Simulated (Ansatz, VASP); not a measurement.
Two plane-wave programs on KI

File INCAR:

```
SYSTEM = KI
PREC = Accurate ; ENCUT = 520
EDIFF = 1E-7 ; ISMEAR = 0
SIGMA = 0.01 ; LREAL = .False.
LASPH = .True. ; NELM = 60
ALGO = Normal ; ISIF = 2
LWAVE = .False. ; LCHARG = .False.
GGA = PE ; NBANDS = 24
```

KPOINTS

```
regular mesh
0
Gamma
  6 6 4
  0 0 0
```

Contents of POSCAR:

```
KI
1.0
    4.9000107912      0.0000000000      0.0000000000
   -2.4500053956      4.2435338240      0.0000000000
    0.0000000000      0.0000000000      8.5899941413
K I
2 2
Direct
    0.0000000000      0.0000000000      0.0000000000
    0.0000000000      0.0000000000      0.5000000000
    0.3333333333      0.6666666667      0.2500000000
    0.6666666667      0.3333333333      0.7500000000
```

Input for Ansatz:

```yaml
crystal:
  lattice:
    - [4.9000107912, 0.0, 0.0]
    - [-2.4500053956, 4.243533824, 0.0]
    - [0.0, 0.0, 8.5899941413]
  atoms:
    - { symbol: K, position: [0.0, 0.0, 0.0] }
    - { symbol: K, position: [0.0, 0.0, 0.5] }
    - { symbol: I, position: [0.3333333333, 0.6666666667, 0.25] }
    - { symbol: I, position: [0.6666666667, 0.3333333333, 0.75] }
kpoints:
  mp_grid: { grid: [6, 6, 4] }
  band_path:
    path:
      - [0.0, 0.0, 0.0]
      - [0.5, 0.0, 0.0]
      - [0.3333333333, 0.3333333333, 0.0]
      - [0.0, 0.0, 0.5]
      - [0.5, 0.0, 0.5]
      - [0.3333333333, 0.3333333333, 0.5]
    npoints: 1
hamiltonian:
  xc: pbe
scf:
  occupations: { method: fixed }
  n_extra_bands: 5
output:
  forces: true
  stress: true
  eigenvalues: true
```

Alike in both runs: task single point; functional PBE; k mesh 6 × 6 × 4; no spin polarisation.

|  | VASP | Ansatz |
| --- | --- | --- |
| version | VASP 6.6.1 | Ansatz 0.2.0 |
| potentials or method | VASP PAW PBE potentials, release 64 (K_sv, I) | plane waves, PAW |
| plane-wave cutoff (eV) | 520 | 420 |
| occupations | gaussian, width 0.01 eV | fixed |
| valence electrons in the cell | 32 | 52 |

|  | VASP | Ansatz | Ansatz less VASP |
| --- | --- | --- | --- |
| gap on the k mesh at the Fermi level (eV) | 3.85 | 3.86 | +0.004 |
| pressure (GPa) | 0.5 | 0.4 | -0.02 |

VASP's potentials hold 32 valence electrons a cell and Ansatz's 52, so a difference there can come from the potentials and not from the codes.

Spin-orbit coupling is off throughout.
